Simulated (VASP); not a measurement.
# PbS (P4/mmm) in VASP: notebook, part 2 of 2

VASP 6.6.1.

**4. Single point, PBEsol (strain -0.0750 x Voigt [0, 0, 1, 0, 0, 0])**

INCAR

```
ALGO = Normal
EDIFF = 1E-7
ENCUT = 520
GGA = PS
ISIF = 2
ISMEAR = 0
LASPH = True
LCHARG = False
LREAL = False
LWAVE = False
NBANDS = 17
NELM = 100
PREC = Accurate
SIGMA = 0.15
```

KPOINTS

```
k-points
0
Gamma
  14 14 14
```

POSCAR

```
PbS
1.0
    3.6536590000      0.0000000000      0.0000000000
    0.0000000000      3.6536590000      0.0000000000
    0.0000000000      0.0000000000      3.3796345750
Pb S
1 1
Direct
    0.0000000000      0.0000000000      0.0000000000
    0.5000000000      0.5000000000      0.5000000000
```

Potentials or basis: VASP PAW PBE potentials, release 64 (Pb_d, S).

Command:

```sh
cat potpaw_PBE.64/Pb_d/POTCAR potpaw_PBE.64/S/POTCAR > POTCAR
mpirun -np 1 vasp_std > vasp.out
```

OUTCAR:

```text
EDIFF = 1E-7
   ENCUT = 520
   GGA = PS
   ISIF = 2
   ISMEAR = 0
   LASPH = True
   LREAL = False
   NELM = 100
   PREC = Accurate

 ion  position               nearest neighbor table
   1  0.000  0.000  0.000-   2 3.09   2 3.09   2 3.09   2 3.09   2 3.09   2 3.09   2 3.09   2 3.09

   2  0.500  0.500  0.500-   1 3.09   1 3.09   1 3.09   1 3.09   1 3.09   1 3.09   1 3.09   1 3.09

  LATTYP: Found a simple tetragonal cell.
 ALAT       =     3.6536590000
 C/A-ratio  =     0.9250000000

  Lattice vectors:

 A1 = (   3.6536590000,   0.0000000000,   0.0000000000)
 A2 = (   0.0000000000,   3.6536590000,   0.0000000000)
 A3 = (   0.0000000000,   0.0000000000,   3.3796345750)

Analysis of symmetry for initial positions (statically):
=====================================================================
 Subroutine PRICEL returns:
 Original cell was already a primitive cell.

 Routine SETGRP: Setting up the symmetry group for a
 simple tetragonal supercell.

 Subroutine GETGRP returns: Found 16 space group operations
 (whereof 16 operations were pure point group operations)
 out of a pool of 16 trial point group operations.

The static configuration has the point symmetry D_4h.

Analysis of symmetry for dynamics (positions and initial velocities):
=====================================================================
 Subroutine PRICEL returns:
 Original cell was already a primitive cell.

 Routine SETGRP: Setting up the symmetry group for a
 simple tetragonal supercell.

 Subroutine GETGRP returns: Found 16 space group operations
 (whereof 16 operations were pure point group operations)
 out of a pool of 16 trial point group operations.

The dynamic configuration has the point symmetry D_4h.

 Subroutine INISYM returns: Found 16 space group operations
 (whereof 16 operations are pure point group operations),
 and found     1 'primitive' translations

----------------------------------------------------------------------------------------

[... 113 lines left out ...]
  volume/ion in A,a.u.               =      22.56       152.23
  Fermi-wavevector in a.u.,A,eV,Ry     =   1.248273  2.358894 21.200400  1.558185
  Thomas-Fermi vector in A             =   2.382367
   LORBIT       =      0    0 simple, 1 ext, 2 COOP (PROOUT), +10 PAW based schemes
   GGA     = PS    functional components
   LHFCALC =     F    Hartree Fock is set to
   AEXX    =    0.0000 exact exchange contribution
   IVDW    =     0    specifies the selected vdW correction
   LEPSILON=     F    determine dielectric tensor
   LRPA    =     F    only Hartree local field effects (RPA)
 non-spin polarized calculation
 Gauss-broadening in eV      SIGMA  =   0.15
  energy-cutoff  :      520.00
  volume of cell :       45.12
 maximum number of plane-waves:      1244
 NGX is ok and might be reduce to    28
   NGX = 13   NGY = 13   NGZ = 13

 number of electron      19.9999999 magnetization

 Free energy of the ion-electron system (eV)
  ---------------------------------------------------
  ext. energy  EPLUGINS =         0.00000000
  ---------------------------------------------------
  free energy    TOTEN  =        -8.96840600 eV

  energy without entropy =       -8.95790355  energy(sigma->0) =       -8.96315477

 E-fermi :   6.9037     XC(G=0): -10.7322

 val. band max:        6.9016071487   @ k =   0.5000   0.3571   0.5000
 cond. band min:       6.9071383814   @ k =   0.5000   0.2143   0.0000
 fundamental gap:      0.0055312326
 Fermi energy:         6.9037199033

 k-point     1 :       0.0000    0.0000    0.0000
  band No.  band energies     occupation
      1      -9.9869      2.00000
      2      -9.8664      2.00000
      3      -9.6520      2.00000
      4      -9.6378      2.00000
      5      -9.6378      2.00000
      6      -6.8274      2.00000
[... 457 lines left out ...]
      4      -9.6804      2.00000
      5      -9.6538      2.00000
      6      -5.4402      2.00000
[... 9 lines left out ...]
     16      18.3794      0.00000
     17      18.4705      0.00000

 [... further k-points ...]

------------------------ aborting loop because EDIFF is reached ----------------------------------------

  FORCE on cell =-STRESS in cart. coord.  units (eV):
  Direction    XX          YY          ZZ          XY          YZ          ZX
  --------------------------------------------------------------------------------------
  -------------------------------------------------------------------------------------
  Total       -0.2855598     -0.2855598      1.6321476      0.0000000     -0.0000000      0.0000000
  in kB      -10.1410250    -10.1410250     57.9621162      0.0000000     -0.0000000      0.0000000
  external PRESSURE =      12.5600221 kB  Pullay stress =       0.0000000 kB

 VOLUME and BASIS-vectors are now :
 -----------------------------------------------------------------------------
  energy-cutoff  :      520.00
  volume of cell :       45.12
      direct lattice vectors                 reciprocal lattice vectors
     3.653659000  0.000000000  0.000000000     0.273698230  0.000000000  0.000000000
     0.000000000  3.653659000  0.000000000     0.000000000  0.273698230  0.000000000
     0.000000000  0.000000000  3.379634575     0.000000000  0.000000000  0.295889978

 POSITION                                       TOTAL-FORCE (eV/Angst)
 -----------------------------------------------------------------------------------
      0.00000      0.00000      0.00000         0.000000      0.000000      0.000000
      1.82683      1.82683      1.68982         0.000000      0.000000      0.000000
 -----------------------------------------------------------------------------------
    total drift:                               -0.000000      0.000000      0.000000

  FREE ENERGIE OF THE ION-ELECTRON SYSTEM (eV)
  ---------------------------------------------------
  free  energy   TOTEN  =        -8.9684060028 eV

  energy  without entropy=       -8.9579035455  energy(sigma->0) =       -8.96315477
```

stdout:

```text
POSCAR found type information on POSCAR PbS
 POSCAR found :  2 types and       2 ions
 scaLAPACK will be used
 -----------------------------------------------------------------------------
|                                                                             |
|                                                                             |
|     You enforced a specific xc type in the INCAR file but a different       |
|     I HOPE YOU KNOW WHAT YOU ARE DOING!                                     |
|                                                                             |
 -----------------------------------------------------------------------------

 LDA part: xc-table for (Slater+PW92), standard interpolation
 POSCAR, INCAR and KPOINTS ok, starting setup
 FFT: planning ... GRIDC
 FFT: planning ... GRID_SOFT
 FFT: planning ... GRID
 WAVECAR not read
 entering main loop
```

Run time: 4.5 min. Hardware: 1 thread of Intel Xeon 8259CL, shared host; peak memory 0.33 GiB.

Results:

```
Free energy            : -8.9684 eV
Pressure               : 1.3 GPa
Band gap on the k mesh : zero (bands 10 and 11 overlap by 1.32 eV)
```

Stress tensor (GPa, compression positive):
```
-1.01  0.00  0.00
 0.00 -1.01  0.00
 0.00  0.00  5.80
```

Levels at points of the mesh, in eV from the Fermi level:
```tsv
k point	band 6	band 7	band 8	band 9	band 10	band 11	band 12	band 13	band 14	band 15
(0.00, 0.00, 0.00)	-13.73	-6.60	-2.18	-2.18	-1.05	4.92	5.80	6.77	6.77	7.65
(0.50, 0.00, 0.00)	-12.30	-9.59	-0.87	-0.05	0.13	0.52	3.30	5.06	6.60	9.64
(0.50, 0.50, 0.00)	-11.38	-7.73	-5.10	-5.10	0.10	5.04	5.04	7.23	7.80	10.41
(0.00, 0.00, 0.50)	-12.02	-8.98	-0.68	-0.68	-0.27	-0.23	3.85	3.85	6.33	9.32
(0.50, 0.00, 0.50)	-11.15	-7.06	-4.91	-4.88	-0.54	3.74	4.45	6.05	6.99	9.15
(0.50, 0.50, 0.50)	-10.97	-5.70	-2.89	-2.57	-2.57	-1.19	-0.53	-0.53	13.72	13.72
```

Caveat: the cell differs from its parent crystal (strain -0.0750 x Voigt [0, 0, 1, 0, 0, 0]); the stress differs along the axes, from -1 to 6 GPa; the PAW data sets were made with another functional, which shifts forces and pressure a little; spin-orbit coupling is left out, which moves the levels of the heavy elements.

**5. Single point, PBEsol (strain +0.0750 x Voigt [0, 0, 1, 0, 0, 0])**

INCAR

```
  PREC = Accurate
  ENCUT = 520
  EDIFF = 1E-7
  ISMEAR = 0
  SIGMA = 0.15
  LREAL = False
  LASPH = True
  NELM = 60
  ALGO = Normal
  ISIF = 2
  LWAVE = False
  LCHARG = False
  GGA = PS
  NBANDS = 17
```

KPOINTS

```
Automatic mesh
0
Gamma
  14 14 14
```

Edit POSCAR of step 4 so:

```diff
@@ -4,3 +4,3 @@
     0.0000000000      3.6536590000      0.0000000000
-    0.0000000000      0.0000000000      3.3796345750
+    0.0000000000      0.0000000000      3.9276834250
 Pb S
```

Command:

```sh
cat potpaw_PBE.64/Pb_d/POTCAR potpaw_PBE.64/S/POTCAR > POTCAR
mpirun -np 1 vasp_std > vasp.out
```

Wall time 3.6 min (1 thread of Intel Xeon 8259CL, shared host); peak memory 0.36 GiB.

It converged, with:

```
Free energy            : -8.8354 eV
Pressure               : -6.4 GPa
Band gap on the k mesh : zero (bands 10 and 11 overlap by 0.53 eV)
```

Stress tensor (GPa, compression positive):
```
 -4.58   0.00   0.00
  0.00  -4.58   0.00
  0.00   0.00 -10.02
```

Levels at points of the mesh, in eV from the Fermi level:
| k point | band 7 | band 8 | band 9 | band 10 | band 11 | band 12 | band 13 | band 14 |
| --- | --- | --- | --- | --- | --- | --- | --- | --- |
| (0.00, 0.00, 0.00) | -6.99 | -1.96 | -1.10 | -1.10 | 5.25 | 5.68 | 5.82 | 6.13 |
| (0.50, 0.00, 0.00) | -8.62 | -0.73 | -0.43 | -0.13 | -0.10 | 3.08 | 4.36 | 6.85 |
| (0.50, 0.50, 0.00) | -6.97 | -3.93 | -3.93 | -0.47 | 3.38 | 3.38 | 4.96 | 6.53 |
| (0.00, 0.00, 0.50) | -9.06 | -0.25 | -0.25 | -0.07 | 0.64 | 3.93 | 3.93 | 6.94 |
| (0.50, 0.00, 0.50) | -7.42 | -4.15 | -4.06 | -0.01 | 3.77 | 4.43 | 5.77 | 7.25 |
| (0.50, 0.50, 0.50) | -6.16 | -2.19 | -2.19 | -2.01 | -0.54 | -0.54 | 0.05 | 11.87 |

Caveat: the cell differs from its parent crystal (strain +0.0750 x Voigt [0, 0, 1, 0, 0, 0]); the stress differs along the axes, from -10 to -5 GPa; semilocal functionals underestimate gaps, and a narrow one can read as zero; the PAW data sets were made with another functional, which shifts forces and pressure a little; spin-orbit coupling is left out, which moves the levels of the heavy elements.

**6. Single point, PBEsol (strain +0.0875 x Voigt [0, 0, 1, 0, 0, 0])**

INCAR

```
PREC     = Accurate       # precision mode
ENCUT    = 520            # plane-wave cutoff, eV
EDIFF    = 1E-7           # SCF threshold, eV
ISMEAR   = 0              # smearing method
SIGMA    = 0.15           # smearing width, eV
LREAL    = False          # projectors in reciprocal space
LASPH    = True           # aspherical terms in the spheres
NELM     = 60             # most SCF steps
ALGO     = Normal         # electronic algorithm
ISIF     = 2              # what is computed and relaxed
LWAVE    = False          # write WAVECAR
LCHARG   = False          # write CHGCAR
GGA      = PS             # functional
NBANDS   = 17             # bands
```

KPOINTS is that of step 5.

Edit POSCAR of step 5 so:

```diff
@@ -4,3 +4,3 @@
     0.0000000000      3.6536590000      0.0000000000
-    0.0000000000      0.0000000000      3.9276834250
+    0.0000000000      0.0000000000      3.9733541625
 Pb S
```

Potentials or basis: VASP PAW PBE potentials, release 64 (Pb_d, S).

Command:

```sh
cat potpaw_PBE.64/Pb_d/POTCAR potpaw_PBE.64/S/POTCAR > POTCAR
mpirun -np 1 vasp_std > vasp.out
```

It took 3.2 min on 1 thread of Intel Xeon 8259CL, shared host; peak memory 0.36 GiB.

Results (log left out):

* Free energy: -8.7959 eV
* Pressure: -6.8 GPa
* Band gap on the k mesh: zero (bands 10 and 11 overlap by 0.57 eV)

Stress tensor (GPa, compression positive):
```
 -4.72   0.00   0.00
  0.00  -4.72   0.00
  0.00   0.00 -10.89
```

Levels at points of the mesh, in eV from the Fermi level:
```
           k point  band 8  band 9  band 10  band 11  band 12  band 13
(0.00, 0.00, 0.00)   -2.03   -1.05    -1.05     5.23     5.55     5.86
(0.50, 0.00, 0.00)   -0.78   -0.50    -0.19    -0.10     2.95     4.40
(0.50, 0.50, 0.00)   -3.87   -3.87    -0.52     3.24     3.24     4.82
(0.00, 0.00, 0.50)   -0.24   -0.24    -0.08     0.67     3.92     3.92
(0.50, 0.00, 0.50)   -4.12   -4.01     0.01     3.68     4.44     5.73
(0.50, 0.50, 0.50)   -2.18   -2.18    -1.98    -0.56    -0.56     0.13
```

Caveat: the cell differs from its parent crystal (strain +0.0875 x Voigt [0, 0, 1, 0, 0, 0]); the stress differs along the axes, from -11 to -5 GPa; semilocal functionals underestimate gaps, and a narrow one can read as zero; the PAW data sets were made with another functional, which shifts forces and pressure a little; spin-orbit coupling is left out, which moves the levels of the heavy elements.

**7. Overview**

```tsv
cell	gap on the mesh (eV)	pressure (GPa)
a = 3.654, b = 3.654, c = 4.019 Å, 2 atoms	none	-7.1
a = 3.654, b = 3.654, c = 3.288 Å, 2 atoms	none	3.5
a = 3.654, b = 3.654, c = 3.380 Å, 2 atoms	none	1.3
a = 3.654, b = 3.654, c = 3.928 Å, 2 atoms	none	-6.4
a = 3.654, b = 3.654, c = 3.973 Å, 2 atoms	none	-6.8
```

Alike in all rows: task single point; level PBEsol; potentials or basis VASP PAW PBE potentials, release 64 (Pb_d, S); no spin polarisation; k mesh 14 × 14 × 14; cutoff (eV) 520; smearing gaussian 0.15 eV.

Caveats: the PAW data sets were made with another functional, which shifts forces and pressure a little; spin-orbit coupling is left out, which moves the levels of the heavy elements; semilocal functionals underestimate gaps, and a narrow one can read as zero (at least some runs); the stress differs along the axes, from -12 to -5 GPa (at least some runs); the stress differs along the axes, from 1 to 9 GPa (at least some runs); the stress differs along the axes, from -1 to 6 GPa (at least some runs); the stress differs along the axes, from -10 to -5 GPa (at least some runs).

Total energies depend on the potentials used, so only differences within one code and one set of settings carry meaning.

The gap in the log of VASP goes by the Fermi energy; the results here count the filled bands.